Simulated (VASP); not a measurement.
# SiO2 (Imma) in VASP: a series of runs, part 2 of 3

VASP 6.6.1. The steps go on from the part before.

### 5 Single point, PBEsol

This run uses another cell than the first one, of 18.73 Å³/atom, 1.192 times its volume.

Contents of INCAR:

```
ALGO     = Normal         # electronic algorithm
EDIFF    = 1E-6           # SCF threshold, eV
ENCUT    = 520            # plane-wave cutoff, eV
GGA      = PS             # functional
ISIF     = 2              # what is computed and relaxed
ISMEAR   = -1             # smearing method
LASPH    = True           # aspherical terms in the spheres
LCHARG   = False          # write CHGCAR
LREAL    = False          # projectors in reciprocal space
LWAVE    = False          # write WAVECAR
NBANDS   = 44             # bands
NELM     = 60             # most SCF steps
PREC     = Accurate       # precision mode
SIGMA    = 0.05           # smearing width, eV
```

Contents of KPOINTS:

```
k-points
0
Gamma
  6 6 6
```

Contents of POSCAR:

```
SiO2
1.0
   -2.6319097734      4.7887581603      4.4592064751
    2.6319097734     -4.7887581603      4.4592064751
    2.6319097734      4.7887581603     -4.4592064751
Si O
4 8
Direct
    0.2601709821      0.8446618901      0.4155090920
    0.0708472020      0.1553381099      0.9155090920
    0.7398290179      0.1553381099      0.5844909080
    0.9291527980      0.8446618901      0.0844909080
    0.5000000000      0.0000000000      0.5000000000
    0.0000000000      0.0000000000      0.0000000000
    0.7917747168      0.0000000000      0.2917747168
    0.2082252832      0.5000000000      0.2082252832
    0.2082252832      0.0000000000      0.7082252832
    0.7917747168      0.5000000000      0.7917747168
    0.8689984191      0.1189984191      0.7500000000
    0.1310015809      0.8810015809      0.2500000000
```

Potentials or basis: VASP PAW PBE potentials, release 64 (Si, O).

Launch:

```console
> cat potpaw_PBE.64/Si/POTCAR potpaw_PBE.64/O/POTCAR > POTCAR
> mpirun -np 1 vasp_std > vasp.out
```

OUTCAR:

```text
EDIFF = 1E-6
   ENCUT = 520
   GGA = PS
   ISIF = 2
   ISMEAR = -1
   LASPH = True
   LREAL = False
   NELM = 60
   PREC = Accurate

 ion  position               nearest neighbor table
   1  0.260  0.845  0.416-   5 1.60   9 1.62   8 1.62  12 1.62   2 3.13   2 3.13
   2  0.071  0.155  0.916-   6 1.60   9 1.62   8 1.62  11 1.62   1 3.13   1 3.13
   3  0.740  0.155  0.584-   5 1.60   7 1.62  10 1.62  11 1.62   4 3.13   4 3.13
   4  0.929  0.845  0.084-   6 1.60   7 1.62  10 1.62  12 1.62   3 3.13   3 3.13
[... 1361 lines left out ...]
  external PRESSURE =       3.7534066 kB  Pullay stress =       0.0000000 kB

 VOLUME and BASIS-vectors are now :
 -----------------------------------------------------------------------------
  energy-cutoff  :      520.00
  volume of cell :      224.81
      direct lattice vectors                 reciprocal lattice vectors
    -2.631909773  4.788758160  4.459206475     0.000000000  0.104411203  0.112127573
     2.631909773 -4.788758160  4.459206475     0.189976117  0.000000000  0.112127573
     2.631909773  4.788758160 -4.459206475     0.189976117  0.104411203  0.000000000

 POSITION                                       TOTAL-FORCE (eV/Angst)
 -----------------------------------------------------------------------------------
      2.63191     -0.80921      3.07384         0.000000      0.042078      0.029283
      2.63191      3.97955     -3.07384         0.000000      0.042078     -0.029283
      0.00000      5.59797      1.38537        -0.000000     -0.042078     -0.029283
      0.00000      0.80921      7.53304        -0.000000     -0.042078      0.029283
      0.00000      4.78876      0.00000         0.000000     -0.000000     -0.000000
      0.00000      0.00000      0.00000         0.000000     -0.000000     -0.000000
     -1.31595      5.18886      2.22960        -0.000000     -0.005964     -0.000000
      1.31595     -0.40010      2.22960         0.000000      0.005964     -0.000000
      1.31595      4.38866     -2.22960         0.000000      0.005964     -0.000000
      1.31595      5.18886      2.22960        -0.000000     -0.005964     -0.000000
     -0.00000      7.18314      1.06128         0.000000     -0.000000     -0.000229
      2.63191     -2.39438      3.39793         0.000000     -0.000000      0.000229
 -----------------------------------------------------------------------------------
    total drift:                               -0.000001     -0.000000      0.000000

  FREE ENERGIE OF THE ION-ELECTRON SYSTEM (eV)
  ---------------------------------------------------
  free  energy   TOTEN  =       -98.6194126090 eV

  energy  without entropy=      -98.6194126090  energy(sigma->0) =      -98.61941261
```

stdout:

```text
POSCAR found type information on POSCAR SiO
 POSCAR found :  2 types and      12 ions
 scaLAPACK will be used
 -----------------------------------------------------------------------------
|                                                                             |
|                                                                             |
|     You enforced a specific xc type in the INCAR file but a different       |
|     I HOPE YOU KNOW WHAT YOU ARE DOING!                                     |
|                                                                             |
 -----------------------------------------------------------------------------

 LDA part: xc-table for (Slater+PW92), standard interpolation
 POSCAR, INCAR and KPOINTS ok, starting setup
 FFT: planning ... GRIDC
 FFT: planning ... GRID_SOFT
 FFT: planning ... GRID
 WAVECAR not read
 entering main loop
```

It took 15 min on 1 thread of AMD EPYC 7R43 (Zen 3), shared host; peak memory 0.54 GiB.

Results:

- Free energy: -98.6194 eV
- Pressure: 0.4 GPa
- Largest force: 0.051 eV/Å
- Band gap on the k mesh: 5.50 eV, direct

Forces in eV/Å, atoms in the order of the input:
```
Si   0.000  0.042  0.029
Si   0.000  0.042 -0.029
Si   0.000 -0.042 -0.029
Si   0.000 -0.042  0.029
O    0.000  0.000  0.000
O    0.000  0.000  0.000
O    0.000 -0.006  0.000
O    0.000  0.006  0.000
O    0.000  0.006  0.000
O    0.000 -0.006  0.000
O    0.000  0.000  0.000
O    0.000  0.000  0.000
```

Caveat: the PAW data sets were made with another functional, which shifts forces and pressure a little.

### 6 Single point, PBE

This run uses another cell than the first one, of 19.67 Å³/atom, 1.251 times its volume.

Contents of INCAR:

```
PREC = Accurate
ENCUT = 520
EDIFF = 1E-6
ISMEAR = -1
SIGMA = 0.05
LREAL = False
LASPH = True
NELM = 80
ALGO = Normal
ISIF = 2
LWAVE = False
LCHARG = False
GGA = PE
NBANDS = 44
```

Contents of KPOINTS:

```
regular mesh
0
Gamma
  6 6 6
```

Contents of POSCAR:

```
SiO2
1.0
   -2.6747874921      4.8704391232      4.5287885026
    2.6747874921     -4.8704391232      4.5287885026
    2.6747874921      4.8704391232     -4.5287885026
Si O
4 8
Direct
    0.2603409800      0.8449448900      0.4153960900
    0.0704512000      0.1550551100      0.9153960900
    0.7396590200      0.1550551100      0.5846039100
    0.9295488000      0.8449448900      0.0846039100
    0.5000000000      0.0000000000      0.5000000000
    0.0000000000      0.0000000000      0.0000000000
    0.7931754100      0.0000000000      0.2931754100
    0.2068245900      0.5000000000      0.2068245900
    0.2068245900      0.0000000000      0.7068245900
    0.7931754100      0.5000000000      0.7931754100
    0.8693111300      0.1193111300      0.7500000000
    0.1306888700      0.8806888700      0.2500000000
```

Potentials or basis: VASP PAW PBE potentials, release 64 (Si, O).

Launch:

```console
> cat potpaw_PBE.64/Si/POTCAR potpaw_PBE.64/O/POTCAR > POTCAR
> mpirun -np 1 vasp_std > vasp.out
```

OUTCAR:

```text
PREC = Accurate
   ENCUT = 520
   EDIFF = 1E-6
   ISMEAR = -1
   LREAL = False
   LASPH = True
   NELM = 80
   ISIF = 2
   GGA = PE

 ion  position               nearest neighbor table
   1  0.260  0.845  0.415-   5 1.63   8 1.64   9 1.64  12 1.64
   2  0.070  0.155  0.915-   6 1.63   8 1.64   9 1.64  11 1.64
   3  0.740  0.155  0.585-   5 1.63   7 1.64  10 1.64  11 1.64
   4  0.930  0.845  0.085-   6 1.63  10 1.64   7 1.64  12 1.64
   5  0.500  0.000  0.500-   1 1.63   3 1.63
   6  0.000  0.000  0.000-   2 1.63   4 1.63
   7  0.793  0.000  0.293-   3 1.64   4 1.64
   8  0.207  0.500  0.207-   2 1.64   1 1.64
   9  0.207  0.000  0.707-   1 1.64   2 1.64
  10  0.793  0.500  0.793-   4 1.64   3 1.64
  11  0.869  0.119  0.750-   3 1.64   2 1.64
  12  0.131  0.881  0.250-   1 1.64   4 1.64

  LATTYP: Found a body centered orthorhombic cell.
 ALAT       =     5.3495749842
 B/A-ratio  =     1.6931395544
 C/A-ratio  =     1.8208695598

  Lattice vectors:

 A1 = (   2.6747874921,  -4.8704391232,  -4.5287885026)
 A2 = (  -2.6747874921,  -4.8704391232,   4.5287885026)
 A3 = (  -2.6747874921,   4.8704391232,  -4.5287885026)

Analysis of symmetry for initial positions (statically):
=====================================================================
 Subroutine PRICEL returns:
 Original cell was already a primitive cell.

 Routine SETGRP: Setting up the symmetry group for a
 body centered orthorhombic supercell.

 Subroutine GETGRP returns: Found  8 space group operations
 (whereof  4 operations were pure point group operations)
 out of a pool of  8 trial point group operations.

The static configuration has the point symmetry C_2h.
 The point group associated with its full space group is D_2h.

Analysis of symmetry for dynamics (positions and initial velocities):
=====================================================================
 Subroutine PRICEL returns:
 Original cell was already a primitive cell.

 Routine SETGRP: Setting up the symmetry group for a
 body centered orthorhombic supercell.

 Subroutine GETGRP returns: Found  8 space group operations
 (whereof  4 operations were pure point group operations)
 out of a pool of  8 trial point group operations.

The dynamic configuration has the point symmetry C_2h.
 The point group associated with its full space group is D_2h.

 Subroutine INISYM returns: Found  8 space group operations
 (whereof  4 operations are pure point group operations),
 and found     1 'primitive' translations

----------------------------------------------------------------------------------------

                                     Primitive cell

  volume of cell :     235.9932

  direct lattice vectors                    reciprocal lattice vectors
    -2.674787492  4.870439123  4.528788503     0.000000000  0.102660148  0.110404802
     2.674787492 -4.870439123  4.528788503     0.186930738  0.000000000  0.110404802
     2.674787492  4.870439123 -4.528788503     0.186930738  0.102660148  0.000000000

  length of vectors
     7.168374340  7.168374340  7.168374340     0.150759167  0.217099796  0.213265578

  position of ions in fractional coordinates (direct lattice)
     0.260340980  0.844944890  0.415396090
[... 59 lines left out ...]
 -0.000000  0.166667  0.000000      4.000000
  0.166667  0.166667  0.000000      8.000000
[... 16 lines left out ...]
 -0.166667  0.166667  0.166667      2.000000
  0.166667  0.333333  0.166667      4.000000
 [... further k-points ...]
   k-points           NKPTS =     46   k-points in BZ     NKDIM =     46   number of bands    NBANDS=     44
   number of dos      NEDOS =    301   number of ions     NIONS =     12
   total plane-waves  NPLWV = 157464
   dimension x,y,z NGX =    54 NGY =   54 NGZ =   54
   dimension x,y,z NGXF=   108 NGYF=  108 NGZF=  108
   ions per type =               4   8
   NGX,Y,Z   is equivalent  to a cutoff of  12.52, 12.52, 12.52 a.u.
   NGXF,Y,Z  is equivalent  to a cutoff of  25.05, 25.05, 25.05 a.u.
 SYSTEM =  unknown system
   PREC   = accura    normal or accurate (medium, high low for compatibility)
   ISTART =      0    job   : 0-new  1-cont  2-samecut
   ICHARG =      2    charge: 1-file 2-atom 10-const
   ISPIN  =      1    spin polarized calculation?
   LNONCOLLINEAR =      F non collinear calculations
   LSORBIT =      F    spin-orbit coupling
   LASPH  =      T    aspherical Exc in radial PAW
   ENCUT  =  520.0 eV  38.22 Ry    6.18 a.u.  13.33 13.33 13.33*2*pi/ulx,y,z
   NELM   =     80;   NELMIN=  2; NELMDL= -5     # of ELM steps
   EDIFF  = 0.1E-05   stopping-criterion for ELM
   LREAL  =      F    real-space projection
   EDIFFG = 0.1E-04   stopping-criterion for IOM
   NSW    =      0    number of steps for IOM
   IBRION =     -1    ionic relax: 0-MD 1-quasi-New 2-CG
   NFREE  =      0    steps in history (QN), initial steepest desc. (CG)
   ISIF   =      2    stress and relaxation
   ISYM   =      2    0-nonsym 1-usesym 2-fastsym
   POTIM  = 0.5000    time-step for ionic-motion
   TEBEG  =    0.0;   TEEND  =   0.0 temperature during run
   PSTRESS=    0.0 pullay stress
   NELECT =      64.0000    total number of electrons
   NUPDOWN=      -1.0000    fix difference up-down
   EMIN   =  10.00;   EMAX   =-10.00  energy-range for DOS
   EFERMI =   0.00;   METHOD = LEGACY
   ISMEAR =    -1;   SIGMA  =   0.05  broadening in eV -4-tet -1-fermi 0-gaus
   EFERMI_NEDOS =   21; number of points for ismear=-14 and -15
   IALGO  =     38    algorithm
   IMIX   =      4    mixing-type and parameters
     AMIX     =   0.40;   BMIX     =  1.00
     AMIX_MAG =   1.60;   BMIX_MAG =  1.00
  volume/ion in A,a.u.               =      19.67       132.71
  Fermi-wavevector in a.u.,A,eV,Ry     =   1.059664  2.002475 15.277827  1.122889
  Thomas-Fermi vector in A             =   2.195018
   LORBIT       =      0    0 simple, 1 ext, 2 COOP (PROOUT), +10 PAW based schemes
   GGA     = PE    functional components
   LHFCALC =     F    Hartree Fock is set to
   AEXX    =    0.0000 exact exchange contribution
   IVDW    =     0    specifies the selected vdW correction
   LEPSILON=     F    determine dielectric tensor
   LRPA    =     F    only Hartree local field effects (RPA)
 non-spin polarized calculation
  energy-cutoff  :      520.00
  volume of cell :      235.99
 maximum number of plane-waves:      6378
 NGX is ok and might be reduce to    54
   NGX = 27   NGY = 27   NGZ = 27

 number of electron      63.9999993 magnetization

 Free energy of the ion-electron system (eV)
  ---------------------------------------------------
  ext. energy  EPLUGINS =         0.00000000
  ---------------------------------------------------
  free energy    TOTEN  =       -94.77899561 eV

  energy without entropy =      -94.77899561  energy(sigma->0) =      -94.77899561

 E-fermi :  -0.7314     XC(G=0):  -6.8165

 val. band max:       -1.8164853654   @ k =   0.0000   0.0000   0.0000
 cond. band min:       3.4223774665   @ k =   0.0000   0.0000   0.0000
 fundamental gap:      5.2388628318
 Fermi energy:        -0.7313714127

 k-point     1 :       0.0000    0.0000    0.0000
  band No.  band energies     occupation
      1     -21.0283      2.00000
      2     -20.1796      2.00000
      3     -19.7625      2.00000
      4     -19.6513      2.00000
      5     -19.1819      2.00000
      6     -19.1302      2.00000
[... 1117 lines left out ...]
     43       8.7941      0.00000
     44       9.0254      0.00000

 [... further k-points ...]
[... 5 lines left out ...]
  --------------------------------------------------------------------------------------
  -------------------------------------------------------------------------------------
  Total       -5.7764969     -5.6888200     -5.9935099      0.0000000      0.0000000      0.0000000
  in kB      -39.2171199    -38.6218739    -40.6904389      0.0000000      0.0000000      0.0000000
  external PRESSURE =     -39.5098109 kB  Pullay stress =       0.0000000 kB

 VOLUME and BASIS-vectors are now :
 -----------------------------------------------------------------------------
  energy-cutoff  :      520.00
  volume of cell :      235.99
      direct lattice vectors                 reciprocal lattice vectors
    -2.674787492  4.870439123  4.528788503     0.000000000  0.102660148  0.110404802
     2.674787492 -4.870439123  4.528788503     0.186930738  0.000000000  0.110404802
     2.674787492  4.870439123 -4.528788503     0.186930738  0.102660148  0.000000000

 POSITION                                       TOTAL-FORCE (eV/Angst)
 -----------------------------------------------------------------------------------
      2.67479     -0.82412      3.12436         0.000000     -0.135827     -0.032299
      2.67479      4.04632     -3.12436         0.000000     -0.135827      0.032299
      0.00000      5.69456      1.40442        -0.000000      0.135827      0.032299
     -0.00000      0.82412      7.65315         0.000000      0.135827     -0.032299
      0.00000      4.87044      0.00000         0.000000     -0.000000      0.000000
      0.00000      0.00000      0.00000         0.000000     -0.000000      0.000000
     -1.33739      5.29101      2.26439         0.000000      0.163122      0.000000
      1.33739     -0.42057      2.26439        -0.000000     -0.163122      0.000000
      1.33739      4.44987     -2.26439        -0.000000     -0.163122      0.000000
      1.33739      5.29101      2.26439         0.000000      0.163122      0.000000
      0.00000      7.30566      1.08067        -0.000000     -0.000000      0.109414
      2.67479     -2.43522      3.44812        -0.000000     -0.000000     -0.109414
 -----------------------------------------------------------------------------------
    total drift:                                0.000000     -0.000000      0.000000

  FREE ENERGIE OF THE ION-ELECTRON SYSTEM (eV)
  ---------------------------------------------------
  free  energy   TOTEN  =       -94.7789956064 eV

  energy  without entropy=      -94.7789956063  energy(sigma->0) =      -94.77899561
```

Wall time 23 min (1 thread of AMD EPYC 7R13, shared host); peak memory 0.58 GiB.

Results:

* Free energy: -94.7790 eV
* Pressure: -4.0 GPa
* Largest force: 0.163 eV/Å
* Band gap on the k mesh: 5.24 eV, direct

Forces in eV/Å, atoms in the order of the input:
```
Si   0.000 -0.136 -0.032
Si   0.000 -0.136  0.032
Si   0.000  0.136  0.032
Si   0.000  0.136 -0.032
O    0.000  0.000  0.000
O    0.000  0.000  0.000
O    0.000  0.163  0.000
O    0.000 -0.163  0.000
O    0.000 -0.163  0.000
O    0.000  0.163  0.000
O    0.000  0.000  0.109
O    0.000  0.000 -0.109
```

Levels at points of the mesh, in eV from the valence-band top:
```tsv
k point	band 29	band 30	band 31	band 32	band 33	band 34	band 35	band 36
(0.00, 0.00, 0.00)	-0.99	-0.66	-0.38	0.00	5.24	7.96	8.32	8.45
(0.50, 0.00, 0.00)	-0.50	-0.48	-0.28	-0.13	6.20	6.76	8.14	8.57
(0.00, 0.50, 0.00)	-0.82	-0.78	-0.66	-0.18	7.17	7.72	8.08	8.36
(0.50, 0.50, 0.00)	-0.90	-0.90	-0.36	-0.36	7.44	7.44	8.63	8.63
(0.50, 0.50, 0.50)	-0.51	-0.21	-0.18	-0.02	6.97	7.19	7.55	7.66
```

A k mesh can miss the band edges.

(Continued in part 3 of 3.)
